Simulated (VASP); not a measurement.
ZnSe, 2 atoms in the cell. It takes space group F-43m (No. 216, cubic). Conventional cell: a = 5.668 Å, b = 5.668 Å, c = 5.668 Å, α = 90.00°, β = 90.00°, γ = 90.00°. Se (site symmetry -43m) has 4 Zn at 2.45 Å within 3.2 Å. Within 3.2 Å of Zn (site symmetry -43m) lie 4 Se at 2.45 Å. 

- Program: VASP 6.6.1
- Task: single point
- Functional: r2SCAN
- Dispersion: rVV10
- Potentials or basis: VASP PAW PBE potentials, release 64 (Se, Zn)
- Cutoff: 550 eV
- k mesh: 8 × 8 × 8
- Occupations: tetrahedron
- Spin: no spin polarisation
- Dipole correction: no
- Further INCAR settings: ALGO = Normal; EDIFF = 1e-06; NBANDS = 16

Potentials or basis: VASP PAW PBE potentials, release 64 (Se, Zn).

The run is started by

```bash
$ cat potpaw_PBE.64/Se/POTCAR potpaw_PBE.64/Zn/POTCAR > POTCAR
$ cp INCAR.step1 INCAR
$ mpirun -np 1 vasp_std > vasp.out
$ cp INCAR.step2 INCAR
$ mpirun -np 1 vasp_std > vasp.out
```

Hardware: 1 thread of Intel(R) Xeon(R) 6975P-C (Granite Rapids), with other jobs on the host.

Question: Estimate the wall time of this run.

Answer: Wall time 64 s on 1 thread of Intel(R) Xeon(R) 6975P-C (Granite Rapids), with other jobs on the host, peak memory 0.33 GiB. Counts: k points 29.
